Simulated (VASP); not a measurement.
HfO2: single point with r2SCAN

The system is HfO2.

```
CELL_PARAMETERS angstrom
2.52916 -2.52916 0.00000
2.52916 0.00000 -2.52916
7.65640 7.65640 7.65640
ATOMIC_POSITIONS crystal
Hf 0.00000 0.00000 0.55057
Hf 0.33333 0.33333 0.33034
Hf 0.66667 0.66667 0.11012
O 0.66667 0.66667 0.27529
O 0.00000 0.00000 0.05507
O 0.33333 0.33333 0.49551
O 0.66667 0.66667 0.60562
O 0.00000 0.00000 0.38540
O 0.33333 0.33333 0.16518
```

This cell differs from its parent crystal: the distance across one plane changed.

```yaml
Program: VASP 6.6.1
Task: single point
Functional: r2SCAN
Potentials_or_basis: VASP PAW PBE potentials, release 64 (Hf_pv, O)
Cutoff: 520 eV
k_mesh: 7 × 7 × 3
Occupations: gaussian, width 0.05 eV
Spin: no spin polarisation
```

The pressure is -8.9 GPa and the largest force is 1.134 eV/Å. The band gap on the k mesh is 4.76 eV (least direct gap 4.81 eV).

Forces in eV/Å, atoms in the order of the input:
```
Hf  -0.655 -0.655 -0.655
Hf   0.000  0.000  0.000
Hf   0.655  0.655  0.655
O   -0.250 -0.250 -0.250
O   -0.314 -0.314 -0.314
O   -0.184 -0.184 -0.184
O    0.314  0.314  0.314
O    0.250  0.250  0.250
O    0.184  0.184  0.184
```

Stress tensor (GPa, compression positive):
```
-8.92  2.50  2.50
 2.50 -8.92  2.50
 2.50  2.50 -8.92
```

Levels at points of the mesh, in eV from the valence-band top:
| k point | band 31 | band 32 | band 33 | band 34 | band 35 | band 36 |
| --- | --- | --- | --- | --- | --- | --- |
| (0.00, 0.00, 0.00) | -0.64 | -0.36 | -0.36 | 4.76 | 4.76 | 5.05 |

Wall time 15 min on 1 thread of Intel Xeon 8259CL, on a shared host, peak memory 0.35 GiB.

Caveat: the cell differs from its parent crystal (the distance across one plane changed); the cell stands under tension; the PAW data sets were made with another functional, which shifts forces and pressure a little; spin-orbit coupling is left out, which moves the levels of the heavy elements; an odd mesh through Γ misses points on the zone boundary, where band edges can lie.
